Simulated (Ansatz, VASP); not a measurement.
# Two plane-wave programs on ScGaTeSe2

INCAR

```
ALGO = Normal ; EDIFF = 1E-7
EDIFFG = -0.04 ; ENCUT = 600
GGA = PE ; IBRION = 2
ISIF = 3 ; ISMEAR = 0
LASPH = True ; LCHARG = False
LREAL = False ; LWAVE = False
NELM = 60 ; NSW = 90
PREC = Accurate ; SIGMA = 0.1
```

File KPOINTS:

```
k-points
0
Gamma
  4 4 2
```

The input POSCAR:

```
ScGaTeSe2
1.0
    2.7263972700     -3.0359042300      0.0000000000
    2.7263972700      3.0359042300      0.0000000000
    0.0000000000      0.0000000000      8.8943459600
Sc Ga Te Se
1 1 1 2
Direct
    0.5000000000      0.5000000000      0.5000000000
    0.0000000000      0.0000000000      0.5000000000
    0.5000000000      0.5000000000      0.0000000000
    0.5000000000      0.5000000000      0.2491467000
    0.5000000000      0.5000000000      0.7508533000
```

Input for Ansatz:

```yaml
crystal:
  lattice:
    - [2.72639727, -3.03590423, 0.0]
    - [2.72639727, 3.03590423, 0.0]
    - [0.0, 0.0, 8.89434596]
  atoms:
    - { symbol: Sc, position: [0.5, 0.5, 0.5] }
    - { symbol: Ga, position: [0.0, 0.0, 0.5] }
    - { symbol: Te, position: [0.5, 0.5, 0.0] }
    - { symbol: Se, position: [0.5, 0.5, 0.2491467] }
    - { symbol: Se, position: [0.5, 0.5, 0.7508533] }
basis:
  ecutwfc: 420
kpoints:
  mp_grid: { grid: [4, 4, 2] }
hamiltonian:
  xc: pbe
scf:
  occupations: { method: gaussian, width: 0.1 }
  lower_state_search: "off"
output:
  forces: true
  stress: true
  eigenvalues: true
relax:
  adjacent_minimum: "off"
  f_tol: 0.04
  max_steps: 70
  cell: { stress_tol: 0.4 }
```

Alike in both runs: task relaxation of cell and atoms; functional PBE; k mesh 4 × 4 × 2; occupations gaussian, width 0.1 eV; no spin polarisation.

|  | VASP | Ansatz |
| --- | --- | --- |
| version | VASP 6.6.1 | Ansatz 0.2.0 |
| potentials or method | VASP PAW PBE potentials, release 64 (Sc_sv, Ga_d, Te, Se), cutoff 600 eV | scalar-relativistic, plane waves, PAW |
| valence electrons in the cell | 42 | 72 |

|  | VASP | Ansatz | Ansatz less VASP |
| --- | --- | --- | --- |
| gap on the k mesh at the Fermi level, each at its own relaxed structure (eV) | none | none | - |
| relaxed volume (Å³/atom) | 33.22 | 33.10 | -0.120 |
| relaxed length of the cell vector where the two differ most in proportion (Å) | 10.195 | 10.181 | -0.0136 |

A gap of «none» marks a metal or a gap that the smearing closes. VASP's potentials hold 42 valence electrons a cell and Ansatz's 72, so a difference there can come from the potentials and not from the codes.

The k mesh is coarse, so the values compare programs but aren't converged. Spin-orbit coupling is off throughout.
